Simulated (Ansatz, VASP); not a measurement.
## One calculation of AlGa3N4, two programs

File INCAR:

```
SYSTEM = AlGa3N4
ALGO     = Normal         ! electronic algorithm
EDIFF    = 1E-6           ! SCF threshold, eV
ENCUT    = 520            ! plane-wave cutoff, eV
GGA      = PS             ! functional
ISIF     = 2              ! what is computed and relaxed
ISMEAR   = 0              ! smearing method
LASPH    = .True.         ! aspherical terms in the spheres
LCHARG   = .False.        ! write CHGCAR
LREAL    = .False.        ! projectors in reciprocal space
LWAVE    = .False.        ! write WAVECAR
NBANDS   = 41             ! bands
NELM     = 100            ! most SCF steps
PREC     = Accurate       ! precision mode
SIGMA    = 0.05           ! smearing width, eV
```

Contents of KPOINTS:

```
k-points
0
Gamma
  6 6 6
  0 0 0
```

File POSCAR:

```
AlGa3N4
1.0
    4.4676279409      0.0000000000      0.0000000000
    0.0000000000      4.4676279409      0.0000000000
    0.0000000000      0.0000000000      4.4676279409
Al Ga N
1 3 4
Direct
    0.0000000000      0.0000000000      0.0000000000
    0.5000000000      0.5000000000      0.0000000000
    0.5000000000      0.0000000000      0.5000000000
    0.0000000000      0.5000000000      0.5000000000
    0.7259542349      0.7259542349      0.2740457651
    0.7259542349      0.2740457651      0.7259542349
    0.2740457651      0.7259542349      0.7259542349
    0.2740457651      0.2740457651      0.2740457651
```

Input for Ansatz:

```yaml
crystal:
  lattice:
    - [4.4676279409, 0.0, 0.0]
    - [0.0, 4.4676279409, 0.0]
    - [0.0, 0.0, 4.4676279409]
  atoms:
    - { symbol: Al, position: [0.0, 0.0, 0.0] }
    - { symbol: Ga, position: [0.5, 0.5, 0.0] }
    - { symbol: Ga, position: [0.5, 0.0, 0.5] }
    - { symbol: Ga, position: [0.0, 0.5, 0.5] }
    - { symbol: "N", position: [0.7259542349, 0.7259542349, 0.2740457651] }
    - { symbol: "N", position: [0.7259542349, 0.2740457651, 0.7259542349] }
    - { symbol: "N", position: [0.2740457651, 0.7259542349, 0.7259542349] }
    - { symbol: "N", position: [0.2740457651, 0.2740457651, 0.2740457651] }
basis:
  ecutwfc: 420
kpoints:
  mp_grid: { grid: [6, 6, 6] }
hamiltonian:
  xc: pbesol
scf:
  occupations: { method: gaussian, width: 0.05 }
output:
  forces: true
  stress: true
  eigenvalues: true
```

Change from the starting cell: mode 24 (691.5 1/cm) frozen in, largest displacement +0.225 Å.

Alike in both runs: task single point; functional PBEsol; k mesh 6 × 6 × 6; occupations gaussian, width 0.05 eV; no spin polarisation.

```csv
,VASP,Ansatz
version,VASP 6.6.1,Ansatz 0.2.0
potentials or method,"VASP PAW PBE potentials, release 64 (Al, Ga_d, N), cutoff 520 eV","scalar-relativistic, plane waves, PAW"
valence electrons in the cell,62,62
```

Ansatz gave:

- gap on the k mesh at the Fermi level (eV): 1.95
- least direct gap on the mesh (eV): 1.95
- pressure (GPa): 6.5
- rms of the force components (eV/Å): 1.696

Problem. Estimate VASP's values.

Solution. gap on the k mesh at the Fermi level (eV): 1.96; least direct gap on the mesh (eV): 1.96; pressure (GPa): 6.2; rms of the force components (eV/Å): 1.693.

VASP's potentials were made for PBE, not for PBEsol. Atom by atom the forces differ by 0.003 eV/Å (rms over components). The functional is the same, so the differences come from potentials, cutoffs and numerics.
